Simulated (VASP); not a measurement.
# BeZn2Se3 (Fmmm) in VASP: relaxation of cell and atoms with PBE

Aim: the relaxation of cell and atoms of BeZn2Se3 with PBE.

Everything below comes from runs of VASP 6.6.1. Logs are shortened: lines on timing, memory, paths and dates and some standing lists are left out, and cuts for length are marked.

**1. The cell of the first run**

Symmetry: Fmmm, No. 69, orthorhombic system. The conventional cell has a = 8.665 Å, b = 10.270 Å, c = 12.149 Å, α = 90.00°, β = 90.00°, γ = 90.00°. Be (site symmetry mmm) has 2 Se at 1.95 Å and 2 Zn at 2.10 Å within 2.6 Å. Within 2.9 Å of Zn (site symmetry 2mm) lie 1 Be at 2.10 Å and 3 Se at 2.23 to 2.87 Å. Within 2.6 Å of Se (site symmetry mm2) lie 1 Be at 1.95 Å. Within 3.0 Å of Se (site symmetry mmm) lie 2 Zn at 2.23 Å.

The cell was generated, and may not be a known phase.

**2. Relaxation of cell and atoms, PBE**

Contents of INCAR:

```
ALGO = Normal
EDIFF = 1E-6
EDIFFG = -0.01
ENCUT = 600
GGA = PE
IBRION = 2
ISIF = 3
ISMEAR = 0
LASPH = True
LCHARG = False
LREAL = False
LWAVE = False
NELM = 60
NSW = 100
PREC = Accurate
SIGMA = 0.02
```

Contents of KPOINTS:

```
k-points
0
Gamma
  6 6 6
```

Contents of POSCAR:

```
BeZn2Se3
1.0
    0.0000000000      5.1352291200      6.0745857216
    4.3322523283      0.0000000000      6.0745857216
    4.3322523283      5.1352291200      0.0000000000
Be Zn Se
1 2 3
Direct
    0.0000000000      0.0000000000      0.0000000000
    0.7575921981      0.2424078019      0.2424078019
    0.2424078019      0.7575921981      0.7575921981
    0.1605463848      0.1605463848      0.8394536152
    0.8394536152      0.8394536152      0.1605463848
    0.5000000000      0.5000000000      0.5000000000
```

Potentials or basis: VASP PAW PBE potentials, release 64 (Be, Zn, Se).

On the command line:

```console
$ cat potpaw_PBE.64/Be/POTCAR potpaw_PBE.64/Zn/POTCAR potpaw_PBE.64/Se/POTCAR > POTCAR
$ mpirun -np 1 vasp_std > vasp.out
```

OUTCAR:

```text
EDIFF = 1E-6
   EDIFFG = -0.01
   ENCUT = 600
   GGA = PE
   IBRION = 2
   ISIF = 3
   ISMEAR = 0
   LASPH = True
   LREAL = False
   NELM = 60
   NSW = 100
   PREC = Accurate

 ion  position               nearest neighbor table
   1  0.000  0.000  0.000-   4 1.95   5 1.95   2 2.10   3 2.10
   2  0.758  0.242  0.242-   1 2.10   6 2.23   5 2.87   4 2.87
   3  0.242  0.758  0.758-   1 2.10   6 2.23   5 2.87   4 2.87
   4  0.161  0.161  0.839-   1 1.95   2 2.87   3 2.87
   5  0.839  0.839  0.161-   1 1.95   2 2.87   3 2.87
   6  0.500  0.500  0.500-   2 2.23   3 2.23

  LATTYP: Found a face centered orthorhombic cell.
 ALAT       =     8.6645046566
 B/A-ratio  =     1.1853485741
 C/A-ratio  =     1.4021772651

  Lattice vectors:

 A1 = (   0.0000000000,   5.1352291200,   6.0745857216)
 A2 = (   4.3322523283,   0.0000000000,   6.0745857216)
 A3 = (   4.3322523283,   5.1352291200,   0.0000000000)

Analysis of symmetry for initial positions (statically):
=====================================================================
 Subroutine PRICEL returns:
 Original cell was already a primitive cell.

 Routine SETGRP: Setting up the symmetry group for a
 face centered orthorhombic supercell.

 Subroutine GETGRP returns: Found  8 space group operations
 (whereof  8 operations were pure point group operations)
 out of a pool of  8 trial point group operations.

The static configuration has the point symmetry D_2h.

Analysis of symmetry for dynamics (positions and initial velocities):
=====================================================================
 Subroutine PRICEL returns:
 Original cell was already a primitive cell.

 Routine SETGRP: Setting up the symmetry group for a
 face centered orthorhombic supercell.

 Subroutine GETGRP returns: Found  8 space group operations
 (whereof  8 operations were pure point group operations)
 out of a pool of  8 trial point group operations.

The dynamic configuration has the point symmetry D_2h.

 Subroutine INISYM returns: Found  8 space group operations
 (whereof  8 operations are pure point group operations),
 and found     1 'primitive' translations

----------------------------------------------------------------------------------------

                                     Primitive cell

  volume of cell :     270.2839

  direct lattice vectors                    reciprocal lattice vectors
     0.000000000  5.135229120  6.074585722    -0.115413407  0.097366639  0.082310140
     4.332252328  0.000000000  6.074585722     0.115413407 -0.097366639  0.082310140
     4.332252328  5.135229120  0.000000000     0.115413407  0.097366639 -0.082310140

  length of vectors
     7.954317683  7.461166258  6.718555526     0.171975219  0.171975219  0.171975219

  position of ions in fractional coordinates (direct lattice)
     0.000000000  0.000000000  0.000000000
     0.757592198  0.242407802  0.242407802
     0.242407802  0.757592198  0.757592198
     0.160546385  0.160546385  0.839453615
     0.839453615  0.839453615  0.160546385
     0.500000000  0.500000000  0.500000000

  ion indices of the primitive-cell ions
   primitive index   ion index
                 1           1
                 2           2
                 3           3
                 4           4
                 5           5
                 6           6

----------------------------------------------------------------------------------------

 KPOINTS: k-points

Automatic generation of k-mesh.
 Grid dimensions read from file:
 generate k-points for:    6    6    6

 Generating k-lattice:

  Cartesian coordinates                     Fractional coordinates (reciprocal lattice)
    -0.019235568  0.016227773  0.013718357     0.166666667  0.000000000  0.000000000
     0.019235568 -0.016227773  0.013718357     0.000000000  0.166666667 -0.000000000
     0.019235568  0.016227773 -0.013718357    -0.000000000 -0.000000000  0.166666667

  Length of vectors
     0.028662537  0.028662537  0.028662537

  Shift w.r.t. Gamma in fractional coordinates (k-lattice)
     0.000000000  0.000000000  0.000000000

 Subroutine IBZKPT returns following result:
 ===========================================

 Found     46 irreducible k-points:

 Following reciprocal coordinates:
            Coordinates               Weight
  0.000000  0.000000  0.000000      1.000000
  0.166667  0.000000  0.000000      8.000000
  0.333333  0.000000  0.000000      8.000000
  0.500000  0.000000  0.000000      4.000000
  0.166667  0.166667  0.000000      2.000000
  0.333333  0.166667  0.000000      8.000000
[... 16 lines left out ...]
 -0.166667  0.166667  0.166667      8.000000
  0.500000  0.333333  0.166667      4.000000
 [... further k-points ...]
   k-points           NKPTS =     46   k-points in BZ     NKDIM =     46   number of bands    NBANDS=     26
   number of dos      NEDOS =    301   number of ions     NIONS =      6
   total plane-waves  NPLWV = 207360
   dimension x,y,z NGX =    64 NGY =   60 NGZ =   54
   dimension x,y,z NGXF=   128 NGYF=  120 NGZF=  108
   ions per type =               1   2   3
   NGX,Y,Z   is equivalent  to a cutoff of  13.38, 13.37, 13.36 a.u.
   NGXF,Y,Z  is equivalent  to a cutoff of  26.75, 26.74, 26.72 a.u.
 SYSTEM =  unknown system
   PREC   = accura    normal or accurate (medium, high low for compatibility)
   ISTART =      0    job   : 0-new  1-cont  2-samecut
   ICHARG =      2    charge: 1-file 2-atom 10-const
   ISPIN  =      1    spin polarized calculation?
   LNONCOLLINEAR =      F non collinear calculations
   LSORBIT =      F    spin-orbit coupling
   LASPH  =      T    aspherical Exc in radial PAW
   ENCUT  =  600.0 eV  44.10 Ry    6.64 a.u.  15.89 14.90 13.42*2*pi/ulx,y,z
   NELM   =     60;   NELMIN=  2; NELMDL= -5     # of ELM steps
   EDIFF  = 0.1E-05   stopping-criterion for ELM
   LREAL  =      F    real-space projection
   EDIFFG = -.1E-01   stopping-criterion for IOM
   NSW    =    100    number of steps for IOM
   IBRION =      2    ionic relax: 0-MD 1-quasi-New 2-CG
   NFREE  =      1    steps in history (QN), initial steepest desc. (CG)
   ISIF   =      3    stress and relaxation
   ISYM   =      2    0-nonsym 1-usesym 2-fastsym
   POTIM  = 0.5000    time-step for ionic-motion
   TEBEG  =    0.0;   TEEND  =   0.0 temperature during run
   PSTRESS=    0.0 pullay stress
   NELECT =      44.0000    total number of electrons
   NUPDOWN=      -1.0000    fix difference up-down
   EMIN   =  10.00;   EMAX   =-10.00  energy-range for DOS
   EFERMI =   0.00;   METHOD = LEGACY
   ISMEAR =     0;   SIGMA  =   0.02  broadening in eV -4-tet -1-fermi 0-gaus
   EFERMI_NEDOS =   21; number of points for ismear=-14 and -15
   IALGO  =     38    algorithm
   IMIX   =      4    mixing-type and parameters
     AMIX     =   0.40;   BMIX     =  1.00
     AMIX_MAG =   1.60;   BMIX_MAG =  1.00
  volume/ion in A,a.u.               =      45.05       303.99
  Fermi-wavevector in a.u.,A,eV,Ry     =   0.893893  1.689213 10.871669  0.799045
  Thomas-Fermi vector in A             =   2.016029
   LORBIT       =      0    0 simple, 1 ext, 2 COOP (PROOUT), +10 PAW based schemes
   GGA     = PE    functional components
   LHFCALC =     F    Hartree Fock is set to
   AEXX    =    0.0000 exact exchange contribution
   IVDW    =     0    specifies the selected vdW correction
   LEPSILON=     F    determine dielectric tensor
   LRPA    =     F    only Hartree local field effects (RPA)
 conjugate gradient relaxation of ions
 non-spin polarized calculation
 Gauss-broadening in eV      SIGMA  =   0.02
  energy-cutoff  :      600.00
  volume of cell :      270.28
 maximum number of plane-waves:      9054
   NGX = 31   NGY = 29   NGZ = 27

--------------------------------------- Ionic step        1  -------------------------------------------

 number of electron      43.9999994 magnetization

 Free energy of the ion-electron system (eV)
  ---------------------------------------------------
  ext. energy  EPLUGINS =         0.00000000
  ---------------------------------------------------
  free energy    TOTEN  =       -15.47683110 eV

  energy without entropy =      -15.47683110  energy(sigma->0) =      -15.47683110

------------------------ aborting loop because EDIFF is reached ----------------------------------------

  FORCE on cell =-STRESS in cart. coord.  units (eV):
  Direction    XX          YY          ZZ          XY          YZ          ZX
  --------------------------------------------------------------------------------------
  -------------------------------------------------------------------------------------
  Total        0.2586300      0.0180661      0.0980759      0.0000000      0.0000000      0.0000000
  in kB        1.5330956      0.1070912      0.5813700      0.0000000      0.0000000      0.0000000
  external PRESSURE =       0.7405189 kB  Pullay stress =       0.0000000 kB
[... 65 lines left out ...]
  energy  without entropy=      -15.4769642683  energy(sigma->0) =      -15.47696427

--------------------------------------- Ionic step        3  -------------------------------------------

 number of electron      43.9999994 magnetization

 Free energy of the ion-electron system (eV)
  ---------------------------------------------------
  ext. energy  EPLUGINS =         0.00000000
  ---------------------------------------------------
  free energy    TOTEN  =       -15.47706667 eV

  energy without entropy =      -15.47706667  energy(sigma->0) =      -15.47706667

 E-fermi :  -2.2174     XC(G=0):  -5.8931

 val. band max:       -2.3072207596   @ k =  -0.3333   0.1667   0.0000
 cond. band min:      -1.7133018507   @ k =   0.0000   0.0000   0.0000
 fundamental gap:      0.5939189089
 Fermi energy:        -2.2174485043

 k-point     1 :       0.0000    0.0000    0.0000
  band No.  band energies     occupation
      1     -14.3687      2.00000
      2     -14.0895      2.00000
      3     -13.8651      2.00000
      4      -9.8318      2.00000
      5      -9.2685      2.00000
      6      -9.1971      2.00000
[... 685 lines left out ...]
     25       0.9638      0.00000
     26       1.7064      0.00000

 [... further k-points ...]
[... 5 lines left out ...]
  --------------------------------------------------------------------------------------
  -------------------------------------------------------------------------------------
  Total        0.0030094      0.0121849     -0.0240406      0.0000000      0.0000000      0.0000000
  in kB        0.0178072      0.0721000     -0.1422520      0.0000000      0.0000000      0.0000000
  external PRESSURE =      -0.0174483 kB  Pullay stress =       0.0000000 kB
[... 21 lines left out ...]
  FREE ENERGIE OF THE ION-ELECTRON SYSTEM (eV)
  ---------------------------------------------------
  free  energy   TOTEN  =       -15.4770666680 eV

  energy  without entropy=      -15.4770666680  energy(sigma->0) =      -15.47706667

 reached required accuracy - stopping structural energy minimisation
```

Run time: 22 min. Hardware: 1 thread of Oxide Virtual Turin-like, shared host; peak memory 0.75 GiB.

Results:

- Free energy: -15.4771 eV
- Relaxed volume: 45.13 Å³/atom
- Relaxed cell: a = 7.957 Å, b = 7.467 Å, c = 6.722 Å, α = 67.99°, β = 60.46°, γ = 51.56°
- Space group after relaxing (to 0.1 Å): Fmmm (No. 69)
- Energy gained by relaxing: 0.0 meV/atom
- Ionic steps: 3
- Pressure after relaxing: 0.0 GPa
- Largest force after relaxing: 0.004 eV/Å
- Band gap on the k mesh: 0.59 eV (least direct gap 0.74 eV)

Forces in eV/Å, atoms in the order of the input:
```
Be   0.000  0.000  0.000
Zn  -0.004  0.000  0.000
Zn   0.004  0.000  0.000
Se   0.000  0.000  0.001
Se   0.000  0.000 -0.001
Se   0.000  0.000  0.000
```

The path:
| step | energy change (eV) | largest force (eV/Å) | pressure (GPa) | volume (Å³) |
| --- | --- | --- | --- | --- |
| 1 | 0.0000 | 0.0320 | 0.07 | 270.28 |
| 2 | -0.0001 | 0.0178 | -0.04 | 271.10 |
| 3 | -0.0002 | 0.0039 | 0.00 | 270.77 |

Final structure:
```
Be Zn Se
1.0
     0.00000    5.13567    6.07743
     4.33760    0.00000    6.07743
     4.33760    5.13567    0.00000
Be Zn Se
1 2 3
Direct
  0.00000 0.00000 0.00000
  0.75770 0.24230 0.24230
  0.24230 0.75770 0.75770
  0.16061 0.16061 0.83939
  0.83939 0.83939 0.16061
  0.50000 0.50000 0.50000
```

Caveat: semilocal functionals underestimate gaps, and a narrow one can read as zero. A k mesh can miss the band edges.
